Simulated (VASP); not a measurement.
# MgS (I4/mmm) in VASP: notebook

The runs below take MgS through single point, with PBEsol.

Everything below comes from runs of VASP 6.6.1. Logs are shortened: lines on timing, memory, paths and dates and some standing lists are left out, and cuts for length are marked.

**1. The cell of the first run**

Symmetry: I4/mmm, No. 139, tetragonal system. Conventional cell: a = 3.624 Å, b = 3.624 Å, c = 5.281 Å, α = 90.00°, β = 90.00°, γ = 90.00°. Within 3.4 Å of Mg (site symmetry 4/mmm) lie 6 S at 2.56 to 2.64 Å. S (site symmetry 4/mmm) has 6 Mg at 2.56 to 2.64 Å within 3.4 Å.

**2. Single point, PBEsol (strain -0.015 along x and y, +0.015 along z)**

The input, INCAR:

```
  PREC = Accurate
  ENCUT = 520
  EDIFF = 1E-7
  ISMEAR = 0
  SIGMA = 0.05
  LREAL = F
  LASPH = T
  NELM = 80
  ALGO = Normal
  ISIF = 2
  LWAVE = F
  LCHARG = F
  GGA = PS
  NBANDS = 11
```

The input, KPOINTS:

```
regular mesh
0
Gamma
  8 8 8
```

The input, POSCAR:

```
MgS
1.0
    0.0000000000      2.5626252500      2.6406747500
    2.5626252500      0.0000000000      2.6406747500
    2.5626252500      2.5626252500      0.0000000000
Mg S
1 1
Direct
    0.0000000000      0.0000000000      0.0000000000
    0.5000000000      0.5000000000      0.5000000000
```

Potentials or basis: VASP PAW PBE potentials, release 64 (Mg, S).

The run is started by

```sh
$ cat potpaw_PBE.64/Mg/POTCAR potpaw_PBE.64/S/POTCAR > POTCAR
$ mpirun -np 1 vasp_std > vasp.out
```

OUTCAR:

```text
PREC = Accurate
   ENCUT = 520
   EDIFF = 1E-7
   ISMEAR = 0
   LREAL = F
   LASPH = T
   NELM = 80
   ISIF = 2
   GGA = PS

 ion  position               nearest neighbor table
   1  0.000  0.000  0.000-   2 2.56   2 2.56   2 2.56   2 2.56   2 2.64   2 2.64
   2  0.500  0.500  0.500-   1 2.56   1 2.56   1 2.56   1 2.56   1 2.64   1 2.64

  LATTYP: Found a body centered tetragonal cell.
 ALAT       =     3.6240993838
 C/A-ratio  =     1.4572860567

  Lattice vectors:

 A1 = (  -2.5626252500,   0.0000000000,   2.6406747500)
 A2 = (   2.5626252500,   0.0000000000,   2.6406747500)
 A3 = (   0.0000000000,   2.5626252500,  -2.6406747500)

Analysis of symmetry for initial positions (statically):
=====================================================================
 Subroutine PRICEL returns:
 Original cell was already a primitive cell.

 Routine SETGRP: Setting up the symmetry group for a
 body centered tetragonal supercell.

 Subroutine GETGRP returns: Found 16 space group operations
 (whereof 16 operations were pure point group operations)
 out of a pool of 16 trial point group operations.

The static configuration has the point symmetry D_4h.

Analysis of symmetry for dynamics (positions and initial velocities):
=====================================================================
 Subroutine PRICEL returns:
 Original cell was already a primitive cell.

 Routine SETGRP: Setting up the symmetry group for a
 body centered tetragonal supercell.

 Subroutine GETGRP returns: Found 16 space group operations
 (whereof 16 operations were pure point group operations)
 out of a pool of 16 trial point group operations.

The dynamic configuration has the point symmetry D_4h.

 Subroutine INISYM returns: Found 16 space group operations
 (whereof 16 operations are pure point group operations),
 and found     1 'primitive' translations

----------------------------------------------------------------------------------------

                                     Primitive cell

  volume of cell :      34.6829

  direct lattice vectors                    reciprocal lattice vectors
     0.000000000  2.562625250  2.640674750    -0.195112415  0.195112415  0.189345545
     2.562625250  0.000000000  2.640674750     0.195112415 -0.195112415  0.189345545
     2.562625250  2.562625250  0.000000000     0.195112415  0.195112415 -0.189345545

  length of vectors
     3.679702611  3.679702611  3.624099384     0.334648239  0.334648239  0.334648239

  position of ions in fractional coordinates (direct lattice)
     0.000000000  0.000000000  0.000000000
     0.500000000  0.500000000  0.500000000

  ion indices of the primitive-cell ions
   primitive index   ion index
                 1           1
                 2           2

----------------------------------------------------------------------------------------

 KPOINTS: regular mesh

Automatic generation of k-mesh.
 Grid dimensions read from file:
 generate k-points for:    8    8    8

 Generating k-lattice:

  Cartesian coordinates                     Fractional coordinates (reciprocal lattice)
    -0.024389052  0.024389052  0.023668193     0.125000000  0.000000000  0.000000000
     0.024389052 -0.024389052  0.023668193     0.000000000  0.125000000  0.000000000
     0.024389052  0.024389052 -0.023668193     0.000000000  0.000000000  0.125000000

  Length of vectors
     0.041831030  0.041831030  0.041831030

  Shift w.r.t. Gamma in fractional coordinates (k-lattice)
     0.000000000  0.000000000  0.000000000

 Subroutine IBZKPT returns following result:
 ===========================================

 Found     59 irreducible k-points:

 Following reciprocal coordinates:
            Coordinates               Weight
  0.000000  0.000000  0.000000      1.000000
  0.125000  0.000000  0.000000      8.000000
  0.250000  0.000000  0.000000      8.000000
  0.375000  0.000000  0.000000      8.000000
  0.500000  0.000000  0.000000      4.000000
  0.125000  0.125000  0.000000      2.000000
[... 16 lines left out ...]
  0.250000  0.000000  0.125000     16.000000
  0.375000  0.000000  0.125000     16.000000
 [... further k-points ...]
   k-points           NKPTS =     59   k-points in BZ     NKDIM =     59   number of bands    NBANDS=     11
   number of dos      NEDOS =    301   number of ions     NIONS =      2
   total plane-waves  NPLWV =  21952
   dimension x,y,z NGX =    28 NGY =   28 NGZ =   28
   dimension x,y,z NGXF=    56 NGYF=   56 NGZF=   56
   ions per type =               1   1
   NGX,Y,Z   is equivalent  to a cutoff of  12.65, 12.65, 12.84 a.u.
   NGXF,Y,Z  is equivalent  to a cutoff of  25.30, 25.30, 25.69 a.u.
 SYSTEM =  unknown system
   PREC   = accura    normal or accurate (medium, high low for compatibility)
   ISTART =      0    job   : 0-new  1-cont  2-samecut
   ICHARG =      2    charge: 1-file 2-atom 10-const
   ISPIN  =      1    spin polarized calculation?
   LNONCOLLINEAR =      F non collinear calculations
   LSORBIT =      F    spin-orbit coupling
   LASPH  =      T    aspherical Exc in radial PAW
   ENCUT  =  520.0 eV  38.22 Ry    6.18 a.u.   6.84  6.84  6.74*2*pi/ulx,y,z
   NELM   =     80;   NELMIN=  2; NELMDL= -5     # of ELM steps
   EDIFF  = 0.1E-06   stopping-criterion for ELM
   LREAL  =      F    real-space projection
   EDIFFG = 0.1E-05   stopping-criterion for IOM
   NSW    =      0    number of steps for IOM
   IBRION =     -1    ionic relax: 0-MD 1-quasi-New 2-CG
   NFREE  =      0    steps in history (QN), initial steepest desc. (CG)
   ISIF   =      2    stress and relaxation
   ISYM   =      2    0-nonsym 1-usesym 2-fastsym
   POTIM  = 0.5000    time-step for ionic-motion
   TEBEG  =    0.0;   TEEND  =   0.0 temperature during run
   PSTRESS=    0.0 pullay stress
   NELECT =       8.0000    total number of electrons
   NUPDOWN=      -1.0000    fix difference up-down
   EMIN   =  10.00;   EMAX   =-10.00  energy-range for DOS
   EFERMI =   0.00;   METHOD = LEGACY
   ISMEAR =     0;   SIGMA  =   0.05  broadening in eV -4-tet -1-fermi 0-gaus
   EFERMI_NEDOS =   21; number of points for ismear=-14 and -15
   IALGO  =     38    algorithm
   IMIX   =      4    mixing-type and parameters
     AMIX     =   0.40;   BMIX     =  1.00
     AMIX_MAG =   1.60;   BMIX_MAG =  1.00
  volume/ion in A,a.u.               =      17.34       117.03
  Fermi-wavevector in a.u.,A,eV,Ry     =   1.003999  1.897282 13.714853  1.008013
  Thomas-Fermi vector in A             =   2.136586
   LORBIT       =      0    0 simple, 1 ext, 2 COOP (PROOUT), +10 PAW based schemes
   GGA     = PS    functional components
   LHFCALC =     F    Hartree Fock is set to
   AEXX    =    0.0000 exact exchange contribution
   IVDW    =     0    specifies the selected vdW correction
   LEPSILON=     F    determine dielectric tensor
   LRPA    =     F    only Hartree local field effects (RPA)
 non-spin polarized calculation
 Gauss-broadening in eV      SIGMA  =   0.05
  energy-cutoff  :      520.00
  volume of cell :       34.68
 maximum number of plane-waves:       954
   NGX = 13   NGY = 13   NGZ = 13

 number of electron       7.9999998 magnetization

 Free energy of the ion-electron system (eV)
  ---------------------------------------------------
  ext. energy  EPLUGINS =         0.00000000
  ---------------------------------------------------
  free energy    TOTEN  =        -9.06790911 eV

  energy without entropy =       -9.06790911  energy(sigma->0) =       -9.06790911

 E-fermi :   4.1912     XC(G=0):  -9.8989

 val. band max:        3.8922536439   @ k =   0.0000   0.0000   0.0000
 cond. band min:       6.5017591832   @ k =   0.5000   0.0000   0.5000
 fundamental gap:      2.6095055393
 Fermi energy:         4.1912419584

 k-point     1 :       0.0000    0.0000    0.0000
  band No.  band energies     occupation
      1      -8.9616      2.00000
      2       3.7698      2.00000
      3       3.7698      2.00000
      4       3.8923      2.00000
      5       7.5254      0.00000
      6      11.4529      0.00000
      7      11.7673      0.00000
      8      11.7673      0.00000
      9      13.9237      0.00000
     10      14.3514      0.00000
     11      16.1537      0.00000

 k-point     2 :       0.1250    0.0000    0.0000
  band No.  band energies     occupation
      1      -8.8051      2.00000
      2       2.7272      2.00000
      3       3.6792      2.00000
      4       3.7328      2.00000
      5       8.3282      0.00000
      6      11.3329      0.00000
      7      11.8020      0.00000
      8      12.0411      0.00000
      9      13.3413      0.00000
     10      13.6594      0.00000
     11      16.4653      0.00000

 k-point     3 :       0.2500    0.0000    0.0000
  band No.  band energies     occupation
      1      -8.3802      2.00000
      2       0.9220      2.00000
      3       3.4657      2.00000
      4       3.4813      2.00000
      5       8.6942      0.00000
      6      11.3876      0.00000
      7      11.7533      0.00000
      8      12.1123      0.00000
      9      14.0409      0.00000
     10      14.0816      0.00000
     11      15.6976      0.00000

 k-point     4 :       0.3750    0.0000    0.0000
  band No.  band energies     occupation
      1      -7.8575      2.00000
      2      -0.5658      2.00000
      3       3.2342      2.00000
      4       3.3067      2.00000
      5       8.3732      0.00000
      6      10.7525      0.00000
      7      11.0776      0.00000
      8      13.6838      0.00000
      9      15.3121      0.00000
     10      15.9995      0.00000
     11      16.1160      0.00000

 k-point     5 :       0.5000    0.0000    0.0000
  band No.  band energies     occupation
      1      -7.5956      2.00000
      2      -1.1659      2.00000
      3       3.1462      2.00000
      4       3.2401      2.00000
      5       8.2225      0.00000
      6      10.5183      0.00000
      7      10.8232      0.00000
      8      14.0493      0.00000
      9      15.8699      0.00000
     10      18.1317      0.00000
     11      18.3977      0.00000
[... 211 lines left out ...]
 k-point    21 :       0.5000    0.5000    0.0000
  band No.  band energies     occupation
      1      -7.2867      2.00000
      2      -0.5529      2.00000
      3       2.1611      2.00000
      4       2.1611      2.00000
      5       6.6684      0.00000
      6       8.0814      0.00000
      7      15.6280      0.00000
      8      16.6334      0.00000
      9      17.3700      0.00000
     10      17.3700      0.00000
     11      19.8609      0.00000

 k-point    22 :       0.1250    0.0000    0.1250
  band No.  band energies     occupation
      1      -8.7485      2.00000
      2       2.7387      2.00000
      3       3.3964      2.00000
      4       3.5571      2.00000
      5       8.6866      0.00000
      6      10.7205      0.00000
      7      12.2242      0.00000
      8      12.3784      0.00000
      9      12.4449      0.00000
     10      14.3038      0.00000
     11      17.0940      0.00000

 k-point    23 :       0.2500    0.0000    0.1250
  band No.  band energies     occupation
      1      -8.4098      2.00000
      2       1.3961      2.00000
      3       3.1386      2.00000
      4       3.2643      2.00000
      5       9.2780      0.00000
      6      10.5338      0.00000
      7      11.2958      0.00000
      8      12.4661      0.00000
      9      13.5469      0.00000
     10      14.8130      0.00000
     11      17.1061      0.00000

 k-point    24 :       0.3750    0.0000    0.1250
  band No.  band energies     occupation
      1      -7.9114      2.00000
      2      -0.0751      2.00000
      3       2.8774      2.00000
      4       2.9681      2.00000
      5       8.9755      0.00000
      6      10.4775      0.00000
      7      11.7453      0.00000
      8      12.0589      0.00000
      9      15.2154      0.00000
     10      16.6729      0.00000
     11      16.7946      0.00000

 [... further k-points ...]
[... 5 lines left out ...]
  --------------------------------------------------------------------------------------
  -------------------------------------------------------------------------------------
  Total        0.2767914      0.2767914     -0.4290340      0.0000000      0.0000000      0.0000000
  in kB       12.7863936     12.7863936    -19.8192465      0.0000000      0.0000000      0.0000000
  external PRESSURE =       1.9178469 kB  Pullay stress =       0.0000000 kB

 VOLUME and BASIS-vectors are now :
 -----------------------------------------------------------------------------
  energy-cutoff  :      520.00
  volume of cell :       34.68
      direct lattice vectors                 reciprocal lattice vectors
     0.000000000  2.562625250  2.640674750    -0.195112415  0.195112415  0.189345545
     2.562625250  0.000000000  2.640674750     0.195112415 -0.195112415  0.189345545
     2.562625250  2.562625250  0.000000000     0.195112415  0.195112415 -0.189345545

 POSITION                                       TOTAL-FORCE (eV/Angst)
 -----------------------------------------------------------------------------------
      0.00000      0.00000      0.00000        -0.000000      0.000000      0.000000
      2.56263      2.56263      2.64067         0.000000     -0.000000      0.000000
 -----------------------------------------------------------------------------------
    total drift:                                0.000000      0.000000      0.000000

  FREE ENERGIE OF THE ION-ELECTRON SYSTEM (eV)
  ---------------------------------------------------
  free  energy   TOTEN  =        -9.0679091136 eV

  energy  without entropy=       -9.0679091136  energy(sigma->0) =       -9.06790911
```

Run time: 16 s. Hardware: 1 thread of AMD EPYC 7R13, shared host; peak memory 0.17 GiB.

Results:

```yaml
Free_energy: -9.0679 eV
Pressure: 0.2 GPa
Band_gap_on_the_k_mesh: 2.61 eV, indirect (least direct gap 3.63 eV)
```

Caveat: the cell differs from its parent crystal (strain -0.015 along x and y, +0.015 along z); the PAW data sets were made with another functional, which shifts forces and pressure a little. A k mesh can miss the band edges.

**3. Single point, PBEsol (strain +0.000 along x and y, +0.030 along z)**

The input, INCAR:

```
ALGO     = Normal         # electronic algorithm
EDIFF    = 1E-6           # SCF threshold, eV
ENCUT    = 520            # plane-wave cutoff, eV
GGA      = PS             # functional
ISIF     = 2              # what is computed and relaxed
ISMEAR   = 0              # smearing method
LASPH    = T              # aspherical terms in the spheres
LCHARG   = F              # write CHGCAR
LREAL    = F              # projectors in reciprocal space
LWAVE    = F              # write WAVECAR
NBANDS   = 11             # bands
NELM     = 100            # most SCF steps
PREC     = Accurate       # precision mode
SIGMA    = 0.05           # smearing width, eV
```

The input, KPOINTS:

```
k-points
0
Gamma
  8 8 8
```

The input, POSCAR:

```
MgS
1.0
    0.0000000000      2.6016500000      2.6796995000
    2.6016500000      0.0000000000      2.6796995000
    2.6016500000      2.6016500000      0.0000000000
Mg S
1 1
Direct
    0.0000000000      0.0000000000      0.0000000000
    0.5000000000      0.5000000000      0.5000000000
```

Potentials or basis: VASP PAW PBE potentials, release 64 (Mg, S).

The run is started by

```sh
$ cat potpaw_PBE.64/Mg/POTCAR potpaw_PBE.64/S/POTCAR > POTCAR
$ mpirun -np 1 vasp_std > vasp.out
```

Run time: 17 s. Hardware: 1 thread of AMD EPYC 7R13, shared host; peak memory 0.17 GiB.

The run converged. Its results:

* Free energy: -9.0535 eV
* Pressure: -3.1 GPa
* Band gap on the k mesh: 2.52 eV, indirect (least direct gap 3.29 eV)

Stress tensor (GPa, compression positive):
```
-2.27  0.00  0.00
 0.00 -2.27  0.00
 0.00  0.00 -4.74
```

Levels at points of the mesh, in eV from the valence-band top:
```csv
k point,band 1,band 2,band 3,band 4,band 5,band 6,band 7,band 8
"(0.00, 0.00, 0.00)",-12.60,-0.12,-0.12,0.00,3.29,7.60,7.90,7.90
"(0.50, 0.00, 0.00)",-11.35,-4.82,-0.69,-0.61,4.27,6.58,6.87,9.67
"(0.50, 0.50, 0.00)",-11.07,-4.20,-1.64,-1.64,2.67,4.32,11.30,12.61
"(0.50, 0.00, 0.50)",-10.96,-4.18,-1.89,-1.64,2.52,4.22,11.60,12.43
```

Caveat: the cell differs from its parent crystal (strain +0.000 along x and y, +0.030 along z); the PAW data sets were made with another functional, which shifts forces and pressure a little. A k mesh can miss the band edges.

**4. Single point, PBEsol (strain +0.000 along x and y, +0.015 along z)**

The input, INCAR:

```
SYSTEM = MgS
PREC = Accurate ; ENCUT = 520
EDIFF = 1E-6 ; ISMEAR = 0
SIGMA = 0.05 ; LREAL = .FALSE.
LASPH = .TRUE. ; NELM = 100
ALGO = Normal ; ISIF = 2
LWAVE = .FALSE. ; LCHARG = .FALSE.
GGA = PS ; NBANDS = 11
```

The input, KPOINTS:

```
regular mesh
0
G
  8 8 8
  0 0 0
```

The input, POSCAR:

```
MgS
1.0
    0.0000000000      2.6016500000      2.6406747500
    2.6016500000      0.0000000000      2.6406747500
    2.6016500000      2.6016500000      0.0000000000
Mg S
1 1
Direct
    0.0000000000      0.0000000000      0.0000000000
    0.5000000000      0.5000000000      0.5000000000
```

The run is started by

```sh
$ cat potpaw_PBE.64/Mg/POTCAR potpaw_PBE.64/S/POTCAR > POTCAR
$ mpirun -np 1 vasp_std > vasp.out
```

Run time: 18 s. Hardware: 1 thread of AMD EPYC 7R13, shared host; peak memory 0.17 GiB.

It converged, with:

| Quantity | Value |
| --- | --- |
| Free energy | -9.0664 eV |
| Pressure | -2.2 GPa |
| Band gap on the k mesh | 2.61 eV, indirect (least direct gap 3.44 eV) |

Stress tensor (GPa, compression positive):
```
-1.73  0.00  0.00
 0.00 -1.73  0.00
 0.00  0.00 -3.12
```

Levels at points of the mesh, in eV from the valence-band top:
```tsv
k point	band 1	band 2	band 3	band 4	band 5	band 6	band 7	band 8	band 9
(0.00, 0.00, 0.00)	-12.64	-0.06	-0.06	0.00	3.44	7.72	7.87	7.87	10.15
(0.50, 0.00, 0.00)	-11.35	-4.86	-0.65	-0.60	4.33	6.69	6.85	9.87	11.85
(0.50, 0.50, 0.00)	-11.02	-4.24	-1.67	-1.67	2.68	4.28	11.58	12.71	13.13
(0.50, 0.00, 0.50)	-10.97	-4.22	-1.80	-1.67	2.61	4.23	11.73	12.74	12.83
```

Caveat: the cell differs from its parent crystal (strain +0.000 along x and y, +0.015 along z); the PAW data sets were made with another functional, which shifts forces and pressure a little. A k mesh can miss the band edges.

**5. Overview**

```csv
cell,gap on the mesh (eV),pressure (GPa)
"a = 3.680, b = 3.680, c = 3.624 Å, angles 60.5, 60.5, 59.0°, 2 atoms",2.61,0.2
"a = 3.735, b = 3.735, c = 3.679 Å, angles 60.5, 60.5, 59.0°, 2 atoms",2.52,-3.1
"a = 3.707, b = 3.707, c = 3.679 Å, angles 60.2, 60.2, 59.5°, 2 atoms",2.61,-2.2
```

Alike in all rows: task single point; level PBEsol; potentials or basis VASP PAW PBE potentials, release 64 (Mg, S); no spin polarisation; k mesh 8 × 8 × 8; cutoff (eV) 520; smearing gaussian 0.05 eV.

Caveats: the PAW data sets were made with another functional, which shifts forces and pressure a little.

Total energies depend on the potentials used, so only differences within one code and one set of settings carry meaning.
